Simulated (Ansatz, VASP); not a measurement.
One calculation of Tl3Sb2Mo, two programs

```
CELL_PARAMETERS angstrom
3.03525 1.75240 5.88702
-3.03525 1.75240 5.88702
0.00000 -3.50480 5.88702
ATOMIC_POSITIONS crystal
Tl 0.50000 0.50000 0.00000
Tl 0.00000 0.50000 0.50000
Tl 0.50000 0.00000 0.50000
Sb 0.85048 0.85048 0.85048
Sb 0.14952 0.14952 0.14952
Mo 0.00000 0.00000 0.00000
```

Alike in both runs: functional PBE; k mesh 3 × 3 × 3; occupations gaussian, width 0.1 eV; no spin polarisation.

Ansatz relaxed the structure, and its values are those at the end. VASP's run is a single point on that final structure, the one shown.

|  | VASP | Ansatz |
| --- | --- | --- |
| version | VASP 6.6.1 | Ansatz 0.2.0 |
| potentials or method | VASP PAW PBE potentials, release 64 (Tl_d, Sb, Mo_sv), cutoff 520 eV | scalar-relativistic, plane waves, PAW |
| valence electrons in the cell | 63 | 83 |

```tsv
	VASP	Ansatz	Ansatz less VASP
gap on the k mesh at the Fermi level (eV)	none	none	-
pressure (GPa)	0.1	0.2	+0.06
rms of the force components (eV/Å)	0.011	0.007	-0.0047
```

A gap of «none» marks a metal or a gap that the smearing closes. VASP's potentials hold 63 valence electrons a cell and Ansatz's 83, so a difference there can come from the potentials and not from the codes.

The k mesh is coarse, so the values compare programs but aren't converged. Spin-orbit coupling is off throughout.
